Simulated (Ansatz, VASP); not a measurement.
## Fe: VASP beside Ansatz

INCAR

```
SYSTEM = Fe
ALGO     = Normal         ! electronic algorithm
EDIFF    = 1E-7           ! SCF threshold, eV
ENCUT    = 520            ! plane-wave cutoff, eV
GGA      = PS             ! functional
ISIF     = 2              ! what is computed and relaxed
ISMEAR   = 0              ! smearing method
ISPIN    = 2              ! spin polarisation
LASPH    = .True.         ! aspherical terms in the spheres
LCHARG   = .False.        ! write CHGCAR
LMAXMIX  = 4              ! l up to which the mixer works
LORBIT   = 11             ! projections on sites
LREAL    = .False.        ! projectors in reciprocal space
LWAVE    = .False.        ! write WAVECAR
MAGMOM   = 4              ! initial moments
NBANDS   = 14             ! bands
NELM     = 150            ! most SCF steps
PREC     = Accurate       ! precision mode
SIGMA    = 0.1            ! smearing width, eV
```

KPOINTS

```
k-points
0
Gamma
  10 10 10
  0 0 0
```

Contents of POSCAR:

```
Fe
1.0
   -1.2612468647      1.2612468647      1.9188031123
    1.2612468647     -1.2612468647      1.9188031123
    1.2612468647      1.2612468647     -1.9188031123
Fe
1
Direct
    0.0000000000      0.0000000000      0.0000000000
```

Input for Ansatz:

```yaml
crystal:
  lattice:
    - [-1.2612468647, 1.2612468647, 1.9188031123]
    - [1.2612468647, -1.2612468647, 1.9188031123]
    - [1.2612468647, 1.2612468647, -1.9188031123]
  atoms:
    - { symbol: Fe, position: [0.0, 0.0, 0.0], spin: 4.0 }
basis:
  ecutwfc: 420
kpoints:
  mp_grid: { grid: [10, 10, 10] }
hamiltonian:
  xc: pbesol
scf:
  occupations: { method: gaussian, width: 0.1 }
  lower_state_search: "off"
output:
  forces: true
  stress: true
  eigenvalues: true
  populations: true
magnetization:
  spin_polarized: true
```

Alike in both runs: task single point; functional PBEsol; k mesh 10 × 10 × 10; occupations gaussian, width 0.1 eV; collinear spin.

|  | VASP | Ansatz |
| --- | --- | --- |
| version | VASP 6.6.1 | Ansatz 0.2.0 |
| potentials or method | VASP PAW PBE potentials, release 64 (Fe), cutoff 520 eV | scalar-relativistic, plane waves, PAW |
| valence electrons in the cell | 8 | 16 |

```tsv
	VASP	Ansatz	Ansatz less VASP
gap on the k mesh at the Fermi level (eV)	none	none	-
pressure (GPa)	-10.9	-11.1	-0.20
traceless stress, the component that is largest in VASP (GPa)	5.85	5.86	+0.012
net moment per atom (μB)	2.60	2.59	-0.010
size of the moment on the site where the two differ most (μB)	2.59	2.62	+0.027
```

VASP's potentials were made for PBE, not for PBEsol. Site moments also hang on the region over which each program counts them. A gap of «none» marks a metal or a gap that the smearing closes. With one functional, cell and mesh, what is left measures potentials, basis and numerics. VASP's potentials hold 8 valence electrons a cell and Ansatz's 16, so a difference there can come from the potentials and not from the codes.
